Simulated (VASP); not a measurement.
Here is a VASP 6.6.1 calculation.

INCAR

```
SYSTEM = Pt
ALGO = Normal ; EDIFF = 1E-7
ENCUT = 520 ; GGA = PS
ISIF = 2 ; ISMEAR = 0
LASPH = .TRUE. ; LCHARG = .TRUE.
LELF = .TRUE. ; LREAL = .FALSE.
LVHAR = .TRUE. ; LWAVE = .FALSE.
NBANDS = 28 ; NELM = 80
PREC = Accurate ; SIGMA = 0.1
```

KPOINTS

```
k-points
0
G
  6 6 4
  0 0 0
```

File POSCAR:

```
Pt
1.0
    3.9952375091      0.0000000000      0.0000000000
   -1.9976187546      3.4599771770      0.0000000000
    0.0000000000      0.0000000000      6.6441421975
Pt
4
Direct
    0.3333333333      0.6666666667      0.4341032838
    0.6666666667      0.3333333333      0.9341032838
    0.6666666667      0.3333333333      0.5658967162
    0.3333333333      0.6666666667      0.0658967162
```

Potentials or basis: VASP PAW PBE potentials, release 64 (Pt).

Command:

```console
$ cat potpaw_PBE.64/Pt/POTCAR > POTCAR
$ mpirun -np 1 vasp_std > vasp.out
```

(1) Predict the pressure.

(2) Predict the band gap on the k mesh.

Results:

(1) -0.3 GPa.

(2) zero (bands 20 and 21 overlap by 0.53 eV).

Caveat: the PAW data sets were made with another functional, which shifts forces and pressure a little; spin-orbit coupling is left out, which moves the levels of the heavy elements.
